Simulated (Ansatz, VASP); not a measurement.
One calculation of Pb, two programs

```xyz
4
Lattice="3.5002 0.0000 0.0000 -1.7501 3.0312 0.0000 0.0000 0.0000 18.5737" Properties=species:S:1:pos:R:3 pbc="T T T"
Pb    0.0000    0.0000    5.0000
Pb    0.0000    2.0208    7.8579
Pb    1.7501    1.0104   10.7158
Pb    0.0000    0.0000   13.5736
```

Alike in both runs: task single point; functional PBE; k mesh 6 × 6 × 1; no spin polarisation.

```csv
,VASP,Ansatz
version,VASP 6.6.1,Ansatz 0.2 development build
potentials or method,"VASP PAW PBE potentials, release 64 (Pb_d), cutoff 400 eV","all-electron full-potential LAPW, scalar-relativistic"
occupations,"fermi-dirac, width 0.1 eV",fermi-dirac
```

|  | VASP | Ansatz | Ansatz less VASP |
| --- | --- | --- | --- |
| rms of the force components (eV/Å) | 0.027 | 0.027 | -0.0003 |

Atom by atom the forces differ by 0.000 eV/Å (rms over components). Ansatz ran all-electron here, and VASP with PAW potentials. Ansatz's warnings: structure snapped to symmetry.

Neither program's run includes spin-orbit coupling.
